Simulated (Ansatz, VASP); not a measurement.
## Two plane-wave programs on SrMo3

```xyz
4
Lattice="4.2798 0.0000 0.0000 0.0000 4.2798 0.0000 0.0000 0.0000 4.2798" Properties=species:S:1:pos:R:3 pbc="T T T"
Sr    0.0000    0.0000    0.0000
Mo    0.0000    2.1399    2.1399
Mo    2.1399    0.0000    2.1399
Mo    2.1399    2.1399    0.0000
```

Alike in both runs: functional PBE; k mesh 12 × 12 × 12; occupations gaussian, width 0.1 eV; no spin polarisation.

Ansatz relaxed the structure, and its values are those at the end. VASP's run is a single point on that final structure, the one shown.

|  | VASP | Ansatz |
| --- | --- | --- |
| version | VASP 6.6.1 | Ansatz 0.2.0 |
| potentials or method | VASP PAW PBE potentials, release 64 (Sr_sv, Mo_sv), cutoff 520 eV | scalar-relativistic, plane waves, PAW |
| valence electrons in the cell | 52 | 52 |

```tsv
	VASP	Ansatz	Ansatz less VASP
gap on the k mesh at the Fermi level (eV)	none	none	-
pressure (GPa)	0.4	0.0	-0.44
```

A gap of «none» marks a metal or a gap that the smearing closes.
